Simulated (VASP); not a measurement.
Here is a VASP 6.6.1 calculation.

The input INCAR:

```
PREC = Accurate
ENCUT = 500
EDIFF = 1E-6
ISMEAR = -1
SIGMA = 0.02
LREAL = False
LASPH = True
NELM = 120
ALGO = Normal
ISIF = 2
LWAVE = False
LCHARG = False
GGA = PE
NBANDS = 18
GGA_COMPAT = False
```

KPOINTS

```
Automatic mesh
0
Gamma
  12 12 4
```

POSCAR

```
HfS2
1.0
    3.5939929989      0.0000000000      0.0000000000
   -1.7969964994      3.1124892381      0.0000000000
    0.0000000000      0.0000000000      5.9077499414
Hf S
1 2
Direct
    0.0000000000      0.0000000000      0.0000000000
    0.3333333333      0.6666666667      0.2461223942
    0.6666666667      0.3333333333      0.7538776058
```

Potentials or basis: VASP PAW PBE potentials, release 64 (Hf_pv, S).

Run with:

```console
$ cat potpaw_PBE.64/Hf_pv/POTCAR potpaw_PBE.64/S/POTCAR > POTCAR
$ mpirun -np 1 vasp_std > vasp.out
```

(1) What does it give for the band gap on the k mesh?

(2) Estimate the pressure.

## Answers

(1) 1.00 eV (least direct gap 1.90 eV).

(2) 2.7 GPa.

Caveat: the cell differs from its parent crystal (epitaxial xy strain -1.0%); spin-orbit coupling is left out, which moves the levels of the heavy elements; this functional lacks dispersion, which binds the layers, so the pressure and a relaxed spacing across them are unreliable.
